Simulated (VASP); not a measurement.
# GaSb (F-43m) in VASP: notebook, part 2 of 2

VASP 6.6.1. Earlier steps stand in the parts before.

## Step 4: Single point, B3LYP

This run uses another cell than the first one, of 29.20 Å³/atom.

Contents of POSCAR:

```
GaSb
1.0
    0.0000000000      3.0792588685      3.0792588685
    3.0792588685      0.0000000000      3.0792588685
    3.0792588685      3.0792588685      0.0000000000
Sb Ga
1 1
Direct
    0.7500000000      0.7500000000      0.7500000000
    0.0000000000      0.0000000000      0.0000000000
```

Contents of INCAR.step1:

```
PREC = Accurate
ENCUT = 400
EDIFF = 1E-5
ISMEAR = -1
SIGMA = 0.05
LREAL = F
LASPH = T
NELM = 120
ALGO = Normal
ISIF = 2
LWAVE = T
LCHARG = F
GGA = PE
NBANDS = 21
GGA_COMPAT = F
```

Contents of INCAR.step2:

```
PREC = Accurate
ENCUT = 400
EDIFF = 1E-6
ISMEAR = -1
SIGMA = 0.05
LREAL = F
LASPH = T
NELM = 120
ALGO = Normal
ISIF = 2
LWAVE = F
LCHARG = F
GGA = B3
LHFCALC = T
AEXX = 0.2
AGGAX = 0.72
AGGAC = 0.81
ALDAC = 0.19
PRECFOCK = Normal
ISTART = 1
NBANDS = 21
GGA_COMPAT = F
```

Contents of KPOINTS:

```
regular mesh
0
Gamma
  4 4 4
```

Potentials or basis: VASP PAW PBE potentials, release 64 (Sb_d_GW, Ga_d).

Launch:

```console
cat potpaw_PBE.64/Sb_d_GW/POTCAR potpaw_PBE.64/Ga_d/POTCAR > POTCAR
cp INCAR.step1 INCAR
mpirun -np 1 vasp_std > vasp.out
cp INCAR.step2 INCAR
mpirun -np 1 vasp_std > vasp.out
```

OUTCAR:

```text
PREC = Accurate
   ENCUT = 400
   EDIFF = 1E-6
   ISMEAR = -1
   LREAL = F
   LASPH = T
   NELM = 120
   ISIF = 2
   GGA = B3
   LHFCALC = T
   AEXX = 0.2
   PRECFOCK = Normal
   ISTART = 1

 ion  position               nearest neighbor table
   1  0.750  0.750  0.750-   2 2.67   2 2.67   2 2.67   2 2.67
   2  0.000  0.000  0.000-   1 2.67   1 2.67   1 2.67   1 2.67

  LATTYP: Found a face centered cubic cell.
 ALAT       =     6.1585177370

  Lattice vectors:

 A1 = (   0.0000000000,   3.0792588685,   3.0792588685)
 A2 = (   3.0792588685,   0.0000000000,   3.0792588685)
 A3 = (   3.0792588685,   3.0792588685,   0.0000000000)

Analysis of symmetry for initial positions (statically):
=====================================================================
 Subroutine PRICEL returns:
 Original cell was already a primitive cell.

 Routine SETGRP: Setting up the symmetry group for a
 face centered cubic supercell.

 Subroutine GETGRP returns: Found 24 space group operations
 (whereof 24 operations were pure point group operations)
[... 149 lines left out ...]
  ---------------------------------------------------
  free energy    TOTEN  =        -7.88774990 eV

  energy without entropy =       -7.88774340  energy(sigma->0) =       -7.88774665

 E-fermi :   3.8322     XC(G=0):  -7.2994

 val. band max:        3.3532653801   @ k =   0.0000   0.0000   0.0000
 cond. band min:       4.2562524518   @ k =   0.0000   0.0000   0.0000
 fundamental gap:      0.9029870717
 Fermi energy:         3.8322230478

 k-point     1 :       0.0000    0.0000    0.0000
  band No.  band energies     occupation
      1     -27.1134      2.00000
      2     -27.1134      2.00000
      3     -27.1134      2.00000
      4     -27.0906      2.00000
      5     -27.0906      2.00000
      6     -13.9115      2.00000
[... 181 lines left out ...]
     20      14.9653      0.00000
     21      16.2122      0.00000

------------------------ aborting loop because EDIFF is reached ----------------------------------------

  FORCE on cell =-STRESS in cart. coord.  units (eV):
  Direction    XX          YY          ZZ          XY          YZ          ZX
  --------------------------------------------------------------------------------------
  -------------------------------------------------------------------------------------
  Total        0.6762019      0.6762019      0.6762019     -0.0000000      0.0000000     -0.0000000
  in kB       18.5531798     18.5531798     18.5531798     -0.0000000      0.0000000     -0.0000000
  external PRESSURE =      18.5531798 kB  Pullay stress =       0.0000000 kB

 VOLUME and BASIS-vectors are now :
 -----------------------------------------------------------------------------
  energy-cutoff  :      400.00
  volume of cell :       58.39
      direct lattice vectors                 reciprocal lattice vectors
     0.000000000  3.079258869  3.079258869    -0.162376735  0.162376735  0.162376735
     3.079258869  0.000000000  3.079258869     0.162376735 -0.162376735  0.162376735
     3.079258869  3.079258869  0.000000000     0.162376735  0.162376735 -0.162376735

 POSITION                                       TOTAL-FORCE (eV/Angst)
 -----------------------------------------------------------------------------------
      4.61889      4.61889      4.61889         0.000000      0.000000      0.000000
      0.00000      0.00000      0.00000        -0.000000     -0.000000     -0.000000
 -----------------------------------------------------------------------------------
    total drift:                                0.000011      0.000024      0.000004

  FREE ENERGIE OF THE ION-ELECTRON SYSTEM (eV)
  ---------------------------------------------------
  free  energy   TOTEN  =        -7.8877499031 eV

  energy  without entropy=       -7.8877434003  energy(sigma->0) =       -7.88774665
```

OUTCAR.step1:

```text
PREC = Accurate
   ENCUT = 400
   EDIFF = 1E-5
   ISMEAR = -1
   LREAL = F
[... 394 lines left out ...]
      4.61889      4.61889      4.61889        -0.000000     -0.000000     -0.000000
      0.00000      0.00000      0.00000         0.000000      0.000000      0.000000
 -----------------------------------------------------------------------------------
    total drift:                                0.000001      0.000001      0.000001

  FREE ENERGIE OF THE ION-ELECTRON SYSTEM (eV)
  ---------------------------------------------------
  free  energy   TOTEN  =        -7.1936863075 eV

  energy  without entropy=       -7.1903738400  energy(sigma->0) =       -7.19203007
```

Wall time 7.7 min (1 thread of Intel Xeon 6975P-C (Granite Rapids), shared host); peak memory 0.19 GiB.

What came out:

```
Free energy            : -7.8877 eV
Pressure               : 1.9 GPa
Band gap on the k mesh : 0.90 eV
```

Caveat: the k points lie up to 0.44 Å⁻¹ apart; the PAW data sets were made with another functional, which shifts forces and pressure a little; spin-orbit coupling is left out, which moves the levels of the heavy elements.

## Step 5: Single point, B3LYP

This run uses another cell than the first one, of 28.62 Å³/atom.

Contents of POSCAR:

```
GaSb
1.0
    0.0000000000      3.0590000000      3.0590000000
    3.0590000000      0.0000000000      3.0590000000
    3.0590000000      3.0590000000      0.0000000000
Sb Ga
1 1
Direct
    0.7500000000      0.7500000000      0.7500000000
    0.0000000000      0.0000000000      0.0000000000
```

INCAR.step1 is that of step 4.

INCAR.step2 is that of step 4.

Contents of KPOINTS:

```
Automatic mesh
0
Gamma
  4 4 4
```

Launch:

```console
cat potpaw_PBE.64/Sb_d_GW/POTCAR potpaw_PBE.64/Ga_d/POTCAR > POTCAR
cp INCAR.step1 INCAR
mpirun -np 1 vasp_std > vasp.out
cp INCAR.step2 INCAR
mpirun -np 1 vasp_std > vasp.out
```

It took 9.5 min on 1 thread of AMD EPYC 9R45 (Zen 5), shared host; peak memory 0.16 GiB.

Results (log left out):

| Item | Value |
| --- | --- |
| Free energy | -7.8678 eV |
| Pressure | 3.0 GPa |
| Band gap on the k mesh | 1.07 eV |

Levels at points of the mesh, in eV from the valence-band top:
```csv
k point,band 12,band 13,band 14,band 15,band 16,band 17
"(0.00, 0.00, 0.00)",0.00,0.00,0.00,1.07,3.93,3.93
"(0.50, 0.00, 0.00)",-6.86,-1.23,-1.23,1.46,4.98,4.98
"(0.50, 0.50, 0.00)",-7.37,-2.74,-2.74,2.00,2.39,10.20
```

Caveat: the k points lie up to 0.44 Å⁻¹ apart; the PAW data sets were made with another functional, which shifts forces and pressure a little; spin-orbit coupling is left out, which moves the levels of the heavy elements. A k mesh can miss the band edges.

## Step 6: Single point, BLYP+D4

Contents of INCAR:

```
  PREC = Accurate
  ENCUT = 500
  EDIFF = 1E-6
  ISMEAR = -1
  SIGMA = 0.05
  LREAL = F
  LASPH = T
  NELM = 120
  ALGO = Normal
  ISIF = 2
  LWAVE = F
  LCHARG = F
  GGA = B5
  ALDAX = 1.0
  AGGAX = 1.0
  AGGAC = 1.0
  ALDAC = 0.0
  IVDW = 13
  VDW_S6 = 1.0
  VDW_S8 = 2.34076671
  VDW_A1 = 0.44488865
  VDW_A2 = 4.0933009
  NBANDS = 21
  GGA_COMPAT = F
```

Contents of KPOINTS:

```
regular mesh
0
Gamma
  8 8 8
```

Contents of POSCAR:

```
GaSb
1.0
    0.0000000000      3.0384691801      3.0384691801
    3.0384691801      0.0000000000      3.0384691801
    3.0384691801      3.0384691801      0.0000000000
Sb Ga
1 1
Direct
    0.7500000000      0.7500000000      0.7500000000
    0.0000000000      0.0000000000      0.0000000000
```

Potentials or basis: VASP PAW PBE potentials, release 64 (Sb_d_GW, Ga_d).

Launch:

```console
cat potpaw_PBE.64/Sb_d_GW/POTCAR potpaw_PBE.64/Ga_d/POTCAR > POTCAR
mpirun -np 1 vasp_std > vasp.out
```

Wall time 28 s (1 thread of AMD EPYC 9R45 (Zen 5), shared host); peak memory 0.18 GiB.

The run converged. Its results:

```
Free energy                : -7.6225 eV
Pressure                   : 1.5 GPa
Band gap on the k mesh     : 0.02 eV
Dispersion energy per atom : -0.813 eV
```

Levels at points of the mesh, in eV from the valence-band top:
| k point | band 12 | band 13 | band 14 | band 15 | band 16 | band 17 |
| --- | --- | --- | --- | --- | --- | --- |
| (0.00, 0.00, 0.00) | 0.00 | 0.00 | 0.00 | 0.02 | 2.82 | 2.82 |
| (0.50, 0.00, 0.00) | -6.44 | -1.17 | -1.17 | 0.44 | 3.84 | 3.84 |
| (0.50, 0.50, 0.00) | -6.92 | -2.61 | -2.61 | 0.98 | 1.38 | 8.78 |

Caveat: the smearing spreads over this small gap; semilocal functionals underestimate gaps, and a narrow one can read as zero; the PAW data sets were made with another functional, which shifts forces and pressure a little; spin-orbit coupling is left out, which moves the levels of the heavy elements.

## Step 7: Overview

```tsv
level	cell	k mesh	cutoff (eV)	grid for exact exchange (PRECFOCK)	share of exact exchange	gap on the mesh (eV)	pressure (GPa)
BHLYP	a = 4.297 Å, angles 60.0°, 2 atoms	4 × 4 × 4	400	Normal	0.5	3.26	2.6
B3LYP	a = 4.268 Å, angles 60.0°, 2 atoms	4 × 4 × 4	400	Normal	0.2	1.41	5.7
B3LYP	a = 4.355 Å, angles 60.0°, 2 atoms	4 × 4 × 4	400	Normal	0.2	0.90	1.9
B3LYP	a = 4.326 Å, angles 60.0°, 2 atoms	4 × 4 × 4	400	Normal	0.2	1.07	3.0
BLYP+D4	a = 4.297 Å, angles 60.0°, 2 atoms	8 × 8 × 8	500	-	-	0.02	1.5
```

Alike in all rows: task single point; potentials or basis VASP PAW PBE potentials, release 64 (Sb_d_GW, Ga_d); no spin polarisation; smearing fermi-dirac 0.05 eV.

Caveats: some runs use coarse meshes; the PAW data sets were made with another functional, which shifts forces and pressure a little; spin-orbit coupling is left out, which moves the levels of the heavy elements; the smearing spreads over this small gap (at least some runs); semilocal functionals underestimate gaps, and a narrow one can read as zero (at least some runs).

Absolute energies hang on the potentials; compare differences alone.

The gap in the log of VASP goes by the Fermi energy; the results here count the filled bands.